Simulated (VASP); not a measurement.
A run of VASP 6.6.1 is set up as follows.

The input INCAR:

```
SYSTEM = PtSe2
PREC = Accurate
ENCUT = 400
EDIFF = 1E-6
ISMEAR = 0
SIGMA = 0.1
LREAL = .False.
LASPH = .True.
NELM = 120
ALGO = Normal
ISIF = 2
LWAVE = .False.
LCHARG = .False.
LDIPOL = .True.
IDIPOL = 3
DIPOL = 0.5 0.5 0.500
GGA = PS
NBANDS = 43
GGA_COMPAT = .False.
NELMDL = -8
```

Contents of KPOINTS:

```
regular mesh
0
Gamma
  9 9 1
  0 0 0
```

The input POSCAR:

```
PtSe2
1.0
    3.7603063687      0.0000000000      0.0000000000
   -1.8801531843      3.2565208413      0.0000000000
    0.0000000000      0.0000000000     27.2629384041
Se Pt
6 3
Direct
    0.6666666667      0.3333333333      0.2750987399
    0.3333333333      0.6666666667      0.3681355194
    0.6666666667      0.3333333333      0.4534816103
    0.3333333333      0.6666666667      0.5465183897
    0.6666666667      0.3333333333      0.6318644806
    0.3333333333      0.6666666667      0.7249012601
    0.0000000000      0.0000000000      0.3216171296
    0.0000000000      0.0000000000      0.5000000000
    0.0000000000      0.0000000000      0.6783828704
```

Potentials or basis: VASP PAW PBE potentials, release 64 (Se, Pt).

The run is started by

```sh
$ cat potpaw_PBE.64/Se/POTCAR potpaw_PBE.64/Pt/POTCAR > POTCAR
$ mpirun -np 1 vasp_std > vasp.out
```

**Question.** What does it give for the largest force?

**Answer.** 0.180 eV/Å.

Forces on the atoms (eV/Å):
```
Se   0.000  0.000 -0.050
Se   0.000  0.000 -0.130
Se   0.000  0.000 -0.020
Se   0.000  0.000  0.020
Se   0.000  0.000  0.130
Se   0.000  0.000  0.050
Pt   0.000  0.000  0.180
Pt   0.000  0.000  0.000
Pt   0.000  0.000 -0.180
```

Caveat: the PAW data sets were made with another functional, which shifts forces and pressure a little.
